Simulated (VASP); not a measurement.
# Au (Fm-3m) in VASP: further runs

Au is run at these levels: revPBE+D3(BJ), BLYP+D4, SVWN5; tasks: single point.

All numbers are computed with VASP 6.6.1; they aren't measurements. Logs are shortened: lines on timing, memory, paths and dates and some standing lists are left out, and cuts for length are marked.

## (1) The cell of the first run

It takes space group Fm-3m (No. 225, cubic). Conventional cell: a = 4.124 Å, b = 4.124 Å, c = 4.124 Å, α = 90.00°, β = 90.00°, γ = 90.00°. Au (site symmetry m-3m) has 12 Au at 2.92 Å within 3.8 Å.

## (2) Single point, revPBE+D3(BJ)

Contents of INCAR:

```
PREC = Accurate ; ENCUT = 520
EDIFF = 1E-7 ; ISMEAR = -1
SIGMA = 0.05 ; LREAL = F
LASPH = T ; NELM = 100
ALGO = Normal ; ISIF = 2
LWAVE = F ; LCHARG = F
GGA = RE ; IVDW = 12
NBANDS = 12
```

Contents of KPOINTS:

```
Automatic mesh
0
Gamma
  11 11 11
```

Contents of POSCAR:

```
Au
1.0
    0.0000000000      2.0617793868      2.0617793868
    2.0617793868      0.0000000000      2.0617793868
    2.0617793868      2.0617793868      0.0000000000
Au
1
Direct
    0.0000000000      0.0000000000      0.0000000000
```

Potentials or basis: VASP PAW PBE potentials, release 64 (Au).

Command:

```bash
cat potpaw_PBE.64/Au/POTCAR > POTCAR
mpirun -np 1 vasp_std > vasp.out
```

OUTCAR:

```text
PREC = Accurate
   ENCUT = 520
   EDIFF = 1E-7
   ISMEAR = -1
   LREAL = F
   LASPH = T
   NELM = 100
   ISIF = 2
   GGA = RE
   IVDW = 12
 IVDW          = 12

 ion  position               nearest neighbor table
   1  0.000  0.000  0.000-

  LATTYP: Found a face centered cubic cell.
 ALAT       =     4.1235587736

  Lattice vectors:

 A1 = (   0.0000000000,   2.0617793868,   2.0617793868)
 A2 = (   2.0617793868,   0.0000000000,   2.0617793868)
 A3 = (   2.0617793868,   2.0617793868,   0.0000000000)

Analysis of symmetry for initial positions (statically):
=====================================================================
 Subroutine PRICEL returns:
 Original cell was already a primitive cell.

 Routine SETGRP: Setting up the symmetry group for a
 face centered cubic supercell.

 Subroutine GETGRP returns: Found 48 space group operations
[... 9 lines left out ...]

 Routine SETGRP: Setting up the symmetry group for a
 face centered cubic supercell.

 Subroutine GETGRP returns: Found 48 space group operations
[... 11 lines left out ...]
                                     Primitive cell

  volume of cell :      17.5290

  direct lattice vectors                    reciprocal lattice vectors
     0.000000000  2.061779387  2.061779387    -0.242508972  0.242508972  0.242508972
     2.061779387  0.000000000  2.061779387     0.242508972 -0.242508972  0.242508972
     2.061779387  2.061779387  0.000000000     0.242508972  0.242508972 -0.242508972

  length of vectors
     2.915796371  2.915796371  2.915796371     0.420037861  0.420037861  0.420037861

  position of ions in fractional coordinates (direct lattice)
     0.000000000  0.000000000  0.000000000

  ion indices of the primitive-cell ions
   primitive index   ion index
                 1           1

----------------------------------------------------------------------------------------

 KPOINTS: Automatic mesh

Automatic generation of k-mesh.
 Grid dimensions read from file:
 generate k-points for:   11   11   11

 Generating k-lattice:

  Cartesian coordinates                     Fractional coordinates (reciprocal lattice)
    -0.022046270  0.022046270  0.022046270     0.090909091  0.000000000  0.000000000
     0.022046270 -0.022046270  0.022046270     0.000000000  0.090909091  0.000000000
     0.022046270  0.022046270 -0.022046270     0.000000000  0.000000000  0.090909091

  Length of vectors
[... 54 lines left out ...]
   NELM   =    100;   NELMIN=  2; NELMDL= -5     # of ELM steps
   EDIFF  = 0.1E-06   stopping-criterion for ELM
   LREAL  =      F    real-space projection
   EDIFFG = 0.1E-05   stopping-criterion for IOM
   NSW    =      0    number of steps for IOM
   IBRION =     -1    ionic relax: 0-MD 1-quasi-New 2-CG
   NFREE  =      0    steps in history (QN), initial steepest desc. (CG)
   ISIF   =      2    stress and relaxation
   ISYM   =      2    0-nonsym 1-usesym 2-fastsym
   POTIM  = 0.5000    time-step for ionic-motion
   TEBEG  =    0.0;   TEEND  =   0.0 temperature during run
   PSTRESS=    0.0 pullay stress
   NELECT =      11.0000    total number of electrons
   NUPDOWN=      -1.0000    fix difference up-down
   EMIN   =  10.00;   EMAX   =-10.00  energy-range for DOS
[... 5 lines left out ...]
     AMIX     =   0.40;   BMIX     =  1.00
     AMIX_MAG =   1.60;   BMIX_MAG =  1.00
  volume/ion in A,a.u.               =      17.53       118.29
  Fermi-wavevector in a.u.,A,eV,Ry     =   1.401587  2.648616 26.727929  1.964447
  Thomas-Fermi vector in A             =   2.524434
   LORBIT       =      0    0 simple, 1 ext, 2 COOP (PROOUT), +10 PAW based schemes
   GGA     = RE    functional components
   LHFCALC =     F    Hartree Fock is set to
   AEXX    =    0.0000 exact exchange contribution
   IVDW    =    12    specifies the selected vdW correction
   LEPSILON=     F    determine dielectric tensor
   LRPA    =     F    only Hartree local field effects (RPA)
 non-spin polarized calculation
  energy-cutoff  :      520.00
  volume of cell :       17.53
 maximum number of plane-waves:       495
 NGX is ok and might be reduce to    24
   NGX = 11   NGY = 11   NGZ = 11

 number of electron      11.0000001 magnetization

 Free energy of the ion-electron system (eV)
  ---------------------------------------------------
  ext. energy  EPLUGINS =         0.00000000
  ---------------------------------------------------
  free energy    TOTEN  =        -2.73062418 eV

  energy without entropy =       -2.72968465  energy(sigma->0) =       -2.73015441

 E-fermi :   9.1694     XC(G=0): -12.4845

 val. band max:        9.0101694417   @ k =   0.4545   0.3636   0.0000
 cond. band min:       9.2977092132   @ k =  -0.4545   0.0909   0.0000
 fundamental gap:      0.2875397715
 Fermi energy:         9.1693841815

 k-point     1 :       0.0000    0.0000    0.0000
  band No.  band energies     occupation
      1      -0.4472      2.00000
      2       4.5407      2.00000
      3       4.5407      2.00000
      4       4.5407      2.00000
      5       5.9746      2.00000
      6       5.9746      2.00000
      7      23.6351      0.00000
      8      27.4926      0.00000
      9      27.4926      0.00000
     10      27.4926      0.00000
     11      32.2925      0.00000
     12      36.6366      0.00000
[... 331 lines left out ...]
 k-point    24 :      -0.1818    0.1818    0.0000
  band No.  band energies     occupation
      1       2.0602      2.00000
      2       3.9692      2.00000
      3       4.7362      2.00000
      4       5.3706      2.00000
      5       5.4068      2.00000
      6       7.1304      2.00000
      7      20.3001      0.00000
      8      22.1904      0.00000
      9      26.6460      0.00000
     10      28.1764      0.00000
     11      30.5547      0.00000
     12      33.2323      0.00000

 [... further k-points ...]

------------------------ aborting loop because EDIFF is reached ----------------------------------------

 Edisp (eV)   -1.22500

 E8    (eV) :    -0.8690

  FORCE on cell =-STRESS in cart. coord.  units (eV):
  Direction    XX          YY          ZZ          XY          YZ          ZX
  --------------------------------------------------------------------------------------
  -------------------------------------------------------------------------------------
  Total      -0.59499    -0.59499    -0.59499     0.00000     0.00000    -0.00000
  in kB     -54.38261   -54.38261   -54.38261     0.00000     0.00000    -0.00000
  external pressure =      -54.38 kB  Pullay stress =        0.00 kB

 VOLUME and BASIS-vectors are now :
 -----------------------------------------------------------------------------
  energy-cutoff  :      520.00
  volume of cell :       17.53
      direct lattice vectors                 reciprocal lattice vectors
     0.000000000  2.061779387  2.061779387    -0.242508972  0.242508972  0.242508972
     2.061779387  0.000000000  2.061779387     0.242508972 -0.242508972  0.242508972
     2.061779387  2.061779387  0.000000000     0.242508972  0.242508972 -0.242508972

 POSITION                                       TOTAL-FORCE (eV/Angst)
 -----------------------------------------------------------------------------------
      0.00000      0.00000      0.00000        -0.000000      0.000000      0.000000
 -----------------------------------------------------------------------------------
    total drift:                                0.000000     -0.000000     -0.000000

  FREE ENERGIE OF THE ION-ELECTRON SYSTEM (eV)
  ---------------------------------------------------
  free  energy   TOTEN  =        -3.9556276177 eV

  energy  without entropy=       -3.9546880925  energy(sigma->0) =       -3.95515786
```

stdout:

```text
POSCAR found type information on POSCAR Au
 POSCAR found :  1 types and       1 ions
 scaLAPACK will be used
 -----------------------------------------------------------------------------
|                                                                             |
|                                                                             |
|     You enforced a specific xc type in the INCAR file but a different       |
|     I HOPE YOU KNOW WHAT YOU ARE DOING!                                     |
|                                                                             |
 -----------------------------------------------------------------------------

 LDA part: xc-table for (Slater+PW92), standard interpolation
 POSCAR, INCAR and KPOINTS ok, starting setup
 FFT: planning ... GRIDC
 FFT: planning ... GRID_SOFT
 FFT: planning ... GRID
 WAVECAR not read
 entering main loop
```

Run time: 19 s. Hardware: 1 thread of AMD EPYC, shared host; peak memory 0.12 GiB.

Results:

```yaml
Free_energy: -3.9556 eV
Pressure: -5.4 GPa
Dispersion_energy_per_atom: -1.225 eV
```

Caveat: the PAW data sets were made with another functional, which shifts forces and pressure a little; spin-orbit coupling is left out, which moves the levels of the heavy elements; pairwise dispersion overbinds metals, which lowers pressure and volume.

## (3) Single point, revPBE+D3(BJ)

This run uses another cell than the first one, of 17.87 Å³/atom, 1.019 times its volume.

Contents of INCAR:

```
  PREC = Accurate
  ENCUT = 520
  EDIFF = 1E-7
  ISMEAR = -1
  SIGMA = 0.05
  LREAL = F
  LASPH = T
  NELM = 80
  ALGO = Normal
  ISIF = 2
  LWAVE = F
  LCHARG = F
  GGA = RE
  IVDW = 12
  NBANDS = 12
```

Contents of KPOINTS:

```
regular mesh
0
Gamma
  11 11 11
```

Contents of POSCAR:

```
Au
1.0
    0.0000000000      2.0749120936      2.0749120936
    2.0749120936      0.0000000000      2.0749120936
    2.0749120936      2.0749120936      0.0000000000
Au
1
Direct
    0.0000000000      0.0000000000      0.0000000000
```

Potentials or basis: VASP PAW PBE potentials, release 64 (Au).

Command:

```bash
cat potpaw_PBE.64/Au/POTCAR > POTCAR
mpirun -np 1 vasp_std > vasp.out
```

Wall time 20 s (1 thread of AMD EPYC, shared host); peak memory 0.12 GiB.

Results (log left out):

```
Free energy                : -3.9418 eV
Pressure                   : -7.9 GPa
Dispersion energy per atom : -1.201 eV
```

Levels at points of the mesh, in eV from the Fermi level:
```
           k point  band 2  band 3  band 4  band 5  band 6  band 7  band 8  band 9  band 10  band 11
(0.00, 0.00, 0.00)   -4.55   -4.55   -4.55   -3.17   -3.17   14.46   18.21   18.21    18.21    22.95
```

Caveat: the PAW data sets were made with another functional, which shifts forces and pressure a little; spin-orbit coupling is left out, which moves the levels of the heavy elements; pairwise dispersion overbinds metals, which lowers pressure and volume.

## (4) Single point, BLYP+D4

Contents of INCAR:

```
SYSTEM = Au
PREC = Accurate
ENCUT = 520
EDIFF = 1E-6
ISMEAR = -1
SIGMA = 0.05
LREAL = .False.
LASPH = .True.
NELM = 80
ALGO = Normal
ISIF = 2
LWAVE = .False.
LCHARG = .False.
GGA = B5
ALDAX = 1.0
AGGAX = 1.0
AGGAC = 1.0
ALDAC = 0.0
IVDW = 13
NBANDS = 12
VDW_S6 = 1.0
VDW_S8 = 2.34076671
VDW_A1 = 0.44488865
VDW_A2 = 4.0933009
```

Contents of KPOINTS:

```
regular mesh
0
Gamma
  11 11 11
  0 0 0
```

Contents of POSCAR:

```
Au
1.0
    0.0000000000      2.0617793868      2.0617793868
    2.0617793868      0.0000000000      2.0617793868
    2.0617793868      2.0617793868      0.0000000000
Au
1
Direct
    0.0000000000      0.0000000000      0.0000000000
```

Command:

```bash
cat potpaw_PBE.64/Au/POTCAR > POTCAR
mpirun -np 1 vasp_std > vasp.out
```

Run time: 31 s. Hardware: 1 thread of AMD EPYC, shared host; peak memory 0.11 GiB.

The run converged. Its results:

```
Free energy                : -3.6484 eV
Pressure                   : 3.8 GPa
Dispersion energy per atom : -1.270 eV
```

Levels at points of the mesh, in eV from the Fermi level:
```tsv
k point	band 3	band 4	band 5	band 6	band 7	band 8	band 9	band 10
(0.00, 0.00, 0.00)	-4.76	-4.76	-3.32	-3.32	14.67	18.32	18.32	18.32
```

Caveat: the PAW data sets were made with another functional, which shifts forces and pressure a little; spin-orbit coupling is left out, which moves the levels of the heavy elements; pairwise dispersion overbinds metals, which lowers pressure and volume.

## (5) Single point, BLYP+D4

This run uses another cell than the first one, of 17.87 Å³/atom, 1.019 times its volume.

Edit INCAR of step 4 so:

```diff
@@ -3,3 +3,3 @@
 ENCUT = 520
-EDIFF = 1E-6
+EDIFF = 1E-7
 ISMEAR = -1
@@ -8,3 +8,3 @@
 LASPH = .True.
-NELM = 80
+NELM = 60
 ALGO = Normal
@@ -19,3 +19,2 @@
 IVDW = 13
-NBANDS = 12
 VDW_S6 = 1.0
@@ -24 +23,2 @@
 VDW_A2 = 4.0933009
+NBANDS = 12
```

KPOINTS is that of step 4.

Contents of POSCAR:

```
Au
1.0
    0.0000000000      2.0749120936      2.0749120936
    2.0749120936      0.0000000000      2.0749120936
    2.0749120936      2.0749120936      0.0000000000
Au
1
Direct
    0.0000000000      0.0000000000      0.0000000000
```

Command:

```bash
cat potpaw_PBE.64/Au/POTCAR > POTCAR
mpirun -np 1 vasp_std > vasp.out
```

It took 30 s on 1 thread of AMD EPYC, shared host; peak memory 0.12 GiB.

It converged, with:

```
Free energy                : -3.6535 eV
Pressure                   : 0.8 GPa
Dispersion energy per atom : -1.247 eV
```

Levels at points of the mesh, in eV from the Fermi level:
```
           k point  band 2  band 3  band 4  band 5  band 6  band 7  band 8  band 9  band 10  band 11
(0.00, 0.00, 0.00)   -4.67   -4.67   -4.67   -3.28   -3.28   14.68   18.22   18.22    18.22    23.49
```

Caveat: the PAW data sets were made with another functional, which shifts forces and pressure a little; spin-orbit coupling is left out, which moves the levels of the heavy elements; pairwise dispersion overbinds metals, which lowers pressure and volume.

## (6) Single point, SVWN5

Contents of INCAR:

```
SYSTEM = Au
PREC = Accurate ; ENCUT = 520
EDIFF = 1E-6 ; ISMEAR = -1
SIGMA = 0.05 ; LREAL = .False.
LASPH = .True. ; NELM = 60
ALGO = Normal ; ISIF = 2
LWAVE = .False. ; LCHARG = .False.
GGA = VW ; NBANDS = 12
```

Contents of KPOINTS:

```
Automatic mesh
0
Gamma
  11 11 11
  0 0 0
```

Contents of POSCAR:

```
Au
1.0
    0.0000000000      2.0617793868      2.0617793868
    2.0617793868      0.0000000000      2.0617793868
    2.0617793868      2.0617793868      0.0000000000
Au
1
Direct
    0.0000000000      0.0000000000      0.0000000000
```

Potentials or basis: VASP PAW PBE potentials, release 64 (Au).

Command:

```bash
cat potpaw_PBE.64/Au/POTCAR > POTCAR
mpirun -np 1 vasp_std > vasp.out
```

Wall time 21 s (1 thread of AMD EPYC, shared host); peak memory 0.1 GiB.

Results (log left out):

```yaml
Free_energy: -4.4383 eV
Pressure: -9.6 GPa
```

Levels at points of the mesh, in eV from the Fermi level:
```
           k point  band 2  band 3  band 4  band 5  band 6  band 7  band 8  band 9  band 10  band 11
(0.00, 0.00, 0.00)   -4.58   -4.58   -4.58   -3.11   -3.11   14.60   18.36   18.36    18.36    23.24
```

Caveat: the PAW data sets were made with another functional, which shifts forces and pressure a little; spin-orbit coupling is left out, which moves the levels of the heavy elements.

## (7) Summary

| level | cell | gap on the mesh (eV) | pressure (GPa) |
| --- | --- | --- | --- |
| revPBE+D3(BJ) | a = 2.916 Å, angles 60.0°, 1 atom | none | -5.4 |
| revPBE+D3(BJ) | a = 2.934 Å, angles 60.0°, 1 atom | none | -7.9 |
| BLYP+D4 | a = 2.916 Å, angles 60.0°, 1 atom | none | 3.8 |
| BLYP+D4 | a = 2.934 Å, angles 60.0°, 1 atom | none | 0.8 |
| SVWN5 | a = 2.916 Å, angles 60.0°, 1 atom | none | -9.6 |

Alike in all rows: task single point; potentials or basis VASP PAW PBE potentials, release 64 (Au); no spin polarisation; k mesh 11 × 11 × 11; cutoff (eV) 520; smearing fermi-dirac 0.05 eV.

Every run on the cell as given and a fine mesh finds a metal. The pressure there spans -9.6 GPa (SVWN5) to 3.8 GPa (BLYP+D4); a positive pressure means that this level wants a larger cell, a negative one a smaller.

Caveats: the PAW data sets were made with another functional, which shifts forces and pressure a little; spin-orbit coupling is left out, which moves the levels of the heavy elements; pairwise dispersion overbinds metals, which lowers pressure and volume (some runs).

Total energies depend on the potentials used, so only differences within one code and one set of settings carry meaning.
